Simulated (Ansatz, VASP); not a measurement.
## Two plane-wave programs on Zn8O7

Contents of POSCAR:

```
Zn8O7
1.0
    6.5000000000      0.0000000000      0.0000000000
   -3.2500000000      5.6291650000      0.0000000000
    0.0000000000      0.0000000000      5.2100000000
Zn O
8 7
Direct
    0.1688170000      0.3281690000      0.9879840000
    0.3344130000      0.1666180000      0.5074110000
    0.1613600000      0.8301880000      0.9996130000
    0.3415310000      0.6719490000      0.4960330000
    0.6659360000      0.3336650000      0.9977830000
    0.8288470000      0.1636400000      0.5084010000
    0.6521440000      0.8328440000      0.9955400000
    0.8348080000      0.6727360000      0.4911140000
    0.1665360000      0.3354020000      0.3816010000
    0.3288960000      0.1666630000      0.8774930000
    0.3233540000      0.6643940000      0.8766400000
    0.6700560000      0.3379320000      0.3875520000
    0.8370460000      0.1731250000      0.8881830000
    0.6639420000      0.8297880000      0.3878660000
    0.8272680000      0.6693350000      0.8823540000
```

INCAR.step1

```
SYSTEM = Zn8O7
PREC = Accurate
ENCUT = 520
EDIFF = 1E-5
ISMEAR = -1
SIGMA = 0.01
LREAL = Auto
LASPH = .TRUE.
NELM = 60
ALGO = Normal
ISIF = 2
LWAVE = .TRUE.
NBANDS = 82
GGA = PE
```

Contents of INCAR.step2:

```
SYSTEM = Zn8O7
PREC = Accurate
ENCUT = 520
EDIFF = 1E-6
ISMEAR = -1
SIGMA = 0.01
LREAL = Auto
LASPH = .TRUE.
NELM = 60
ALGO = Normal
ISIF = 2
LWAVE = .FALSE.
LCHARG = .TRUE.
GGA = PE
LHFCALC = .TRUE.
HFSCREEN = 0.2079
PRECFOCK = Fast
LELF = .TRUE.
LVHAR = .TRUE.
NBANDS = 82
ISTART = 1
```

File KPOINTS:

```
Automatic mesh
0
G
  1 1 1
  0 0 0
```

Input for Ansatz:

```yaml
crystal:
  lattice:
    - [6.5, 0, 0]
    - [-3.25, 5.629165, 0]
    - [0, 0, 5.21]
  atoms:
    - { symbol: Zn, position: [0.168817, 0.328169, 0.987984] }
    - { symbol: Zn, position: [0.334413, 0.166618, 0.507411] }
    - { symbol: O, position: [0.166536, 0.335402, 0.381601] }
    - { symbol: O, position: [0.328896, 0.166663, 0.877493] }
    - { symbol: Zn, position: [0.16136, 0.830188, 0.999613] }
    - { symbol: Zn, position: [0.341531, 0.671949, 0.496033] }
    - { symbol: O, position: [0.323354, 0.664394, 0.87664] }
    - { symbol: Zn, position: [0.665936, 0.333665, 0.997783] }
    - { symbol: Zn, position: [0.828847, 0.16364, 0.508401] }
    - { symbol: O, position: [0.670056, 0.337932, 0.387552] }
    - { symbol: O, position: [0.837046, 0.173125, 0.888183] }
    - { symbol: Zn, position: [0.652144, 0.832844, 0.99554] }
    - { symbol: Zn, position: [0.834808, 0.672736, 0.491114] }
    - { symbol: O, position: [0.663942, 0.829788, 0.387866] }
    - { symbol: O, position: [0.827268, 0.669335, 0.882354] }
kpoints:
  mp_grid: { grid: [1, 1, 1] }
hamiltonian:
  xc: hse06
  pseudopotentials: { kind: nc }
scf:
  occupations: { method: fermi_dirac, width: "0.01 eV" }
```

Alike in both runs: task single point; functional HSE06; k mesh 1 × 1 × 1; no spin polarisation.

```csv
,VASP,Ansatz
version,VASP 6.6.1,Ansatz development build ahead of 0.2.0
potentials or method,"VASP PAW PBE potentials, release 64 (Zn, O)","norm-conserving potentials, plane waves, scalar-relativistic"
plane-wave cutoff (eV),520,1240
occupations,"fermi-dirac, width 0.01 eV",fermi-dirac
```

```tsv
	VASP	Ansatz	Ansatz less VASP
gap on the k mesh at the Fermi level (eV)	5.00	4.93	-0.075
least direct gap on the mesh (eV)	5.00	4.93	-0.075
```

The k mesh is coarse, so the values compare programs but aren't converged.
